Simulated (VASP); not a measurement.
# TaN: single point with PBE+D3(BJ)

Crystal: TaN.

```
Ta N
1.0
     0.00000    2.19209    2.19209
     2.19209    0.00000    2.19209
     2.19209    2.19209    0.00000
Ta N
1 1
Direct
  0.50000 0.50000 0.50000
  0.00000 0.00000 0.00000
```

```json
{"Program": "VASP 6.6.1", "Task": "single point", "Functional": "PBE", "Dispersion": "D3(BJ)", "Potentials or basis": "VASP PAW PBE potentials, release 64 (Ta_sv_GW, N)", "Cutoff": "700 eV", "k mesh": "16 × 16 × 16", "Occupations": "gaussian, width 0.1 eV", "Spin": "no spin polarisation"}
```

The pressure is 0.2 GPa. The band gap on the k mesh is zero (bands 9 and 10 overlap by 4.06 eV). The dispersion energy per atom is -0.477 eV.

Levels at points of the mesh, in eV from the Fermi level:
```
           k point  band 6  band 7  band 8  band 9  band 10  band 11  band 12  band 13
(0.00, 0.00, 0.00)   -3.85   -3.85   -3.85   -2.12    -2.12    -2.12     0.08     0.08
(0.50, 0.00, 0.00)  -10.44   -7.64   -7.64    1.95     1.95     2.03     3.83     7.64
(0.50, 0.50, 0.00)   -6.65   -5.52   -4.65   -4.65     2.17     3.62     3.62     4.64
```

It took 40 s on 1 thread of Intel(R) Xeon(R) Platinum 8488C (Sapphire Rapids), with other jobs on the host, peak memory 0.24 GiB.

Caveat: spin-orbit coupling is left out, which moves the levels of the heavy elements.
